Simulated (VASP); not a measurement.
Wanted: the native input for a VASP 6.6.1 run.

* Task: single point
* Functional: PBE
* Potentials or basis: VASP PAW PBE potentials, release 64 (Al, Ni)
* Cutoff: 520 eV
* k mesh: 18 × 18 × 16
* Occupations: gaussian, width 0.15 eV
* Spin: no spin polarisation
* Dipole correction: no
* Further INCAR settings: ALGO = Fast; EDIFF = 1e-06; NBANDS = 14

The structure of AlNi lies in POSCAR:

```
AlNi
1.0
    1.8999201200     -1.9531901500      0.0000000000
    1.8999201200      1.9531901500      0.0000000000
    0.0000000000      0.0000000000      3.0994300413
Al Ni
1 1
Direct
    0.0000000000      0.0000000000      0.0000000000
    0.5000000000      0.5000000000      0.5000000000
```

This cell differs from its parent crystal: strain -0.0200 x Voigt [1, 0, 0, 0, 0, 0].

The input as run:

INCAR

```
SYSTEM = AlNi
PREC = Accurate
ENCUT = 520
EDIFF = 1E-6
ISMEAR = 0
SIGMA = 0.15
LREAL = .FALSE.
LASPH = .TRUE.
NELM = 100
ALGO = Fast
ISIF = 2
LWAVE = .FALSE.
LCHARG = .FALSE.
GGA = PE
NBANDS = 14
```

KPOINTS

```
Automatic mesh
0
G
  18 18 16
  0 0 0
```

Potentials or basis: VASP PAW PBE potentials, release 64 (Al, Ni).

Run with:

```sh
$ cat potpaw_PBE.64/Al/POTCAR potpaw_PBE.64/Ni/POTCAR > POTCAR
$ mpirun -np 1 vasp_std > vasp.out
```

Results of the run:

* Pressure: 9.9 GPa

Caveat: the cell differs from its parent crystal (strain -0.0200 x Voigt [1, 0, 0, 0, 0, 0]).

Run time: 2.1 min on 1 thread of Intel Xeon 6975P-C, on a shared host, peak memory 0.36 GiB.
